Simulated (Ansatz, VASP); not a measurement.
## One calculation of CaMg3S4, two programs

```
CELL_PARAMETERS angstrom
-2.63276 2.63276 5.18330
2.63276 -2.63276 5.18330
2.63276 2.63276 -5.18330
ATOMIC_POSITIONS crystal
Mg 0.75000 0.25000 0.50000
Mg 0.00000 0.00000 0.00000
Mg 0.25000 0.75000 0.50000
S 0.50000 0.00000 0.50000
S 0.76133 0.76133 0.00000
S 0.00000 0.50000 0.50000
S 0.23867 0.23867 0.00000
Ca 0.50000 0.50000 0.00000
```

Alike in both runs: task single point; functional r2SCAN; k mesh 6 × 6 × 6; no spin polarisation.

|  | VASP | Ansatz |
| --- | --- | --- |
| version | VASP 6.6.1 | Ansatz 0.2.0 |
| potentials or method | VASP PAW PBE potentials, release 64 (Mg, S, Ca_sv) | plane waves, PAW |
| plane-wave cutoff (eV) | 520 | 500 |
| occupations | gaussian, width 0.01 eV | fixed |
| valence electrons in the cell | 40 | 64 |

VASP gave:

```
gap on the k mesh at the Fermi level (eV) : 3.19
pressure (GPa)                            : 5.0
rms of the force components (eV/Å)        : 0.003
```

Task: Which values does Ansatz return?

Result: gap on the k mesh at the Fermi level (eV): 3.23; pressure (GPa): 5.1; rms of the force components (eV/Å): 0.010.

VASP's potentials were made for PBE, not for r2SCAN. VASP's potentials hold 40 valence electrons a cell and Ansatz's 64, so a difference there can come from the potentials and not from the codes.
